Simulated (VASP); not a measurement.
The system is Ru.

```
Ru
1.0
     2.70783    0.00000    0.00000
    -1.35391    2.34505    0.00000
     0.00000    0.00000    4.26810
Ru
2
Direct
  0.33333 0.66667 0.25000
  0.66667 0.33333 0.75000
```

| Quantity | Value |
| --- | --- |
| Program | VASP 6.6.1 |
| Task | relaxation of cell and atoms |
| Functional | PBE |
| Potentials or basis | VASP PAW PBE potentials, release 64 (Ru_pv) |
| Cutoff | 600 eV |
| k mesh | 18 × 18 × 10 |
| Occupations | gaussian, width 0.1 eV |
| Spin | no spin polarisation |

At the start: pressure 5.0 GPa; volume 13.55 Å³/atom.

Question: Where does the relaxation end?

Answer: Over 6 steps the energy falls by 3.3 meV/atom and the volume is 13.76 Å³/atom (+1.5 %); space group P6_3/mmc (No. 194, to 0.1 Å) before and after.

Step by step:
```csv
step,energy change (eV),largest force (eV/Å),pressure (GPa),volume (Å³)
1,0.0000,0.0000,4.98,27.10
2,0.0467,0.0000,-12.69,28.79
3,-0.0065,0.0000,-0.06,27.53
4,-0.0065,0.0000,0.01,27.52
5,-0.0065,0.0000,0.03,27.51
6,-0.0065,0.0000,0.03,27.52
```

Final structure:
```
Ru
1.0
     2.71948    0.00000    0.00000
    -1.35974    2.35514    0.00000
     0.00000    0.00000    4.29610
Ru
2
Cartesian
  0.0000 1.5701 1.0740
  1.3597 0.7850 3.2221
```
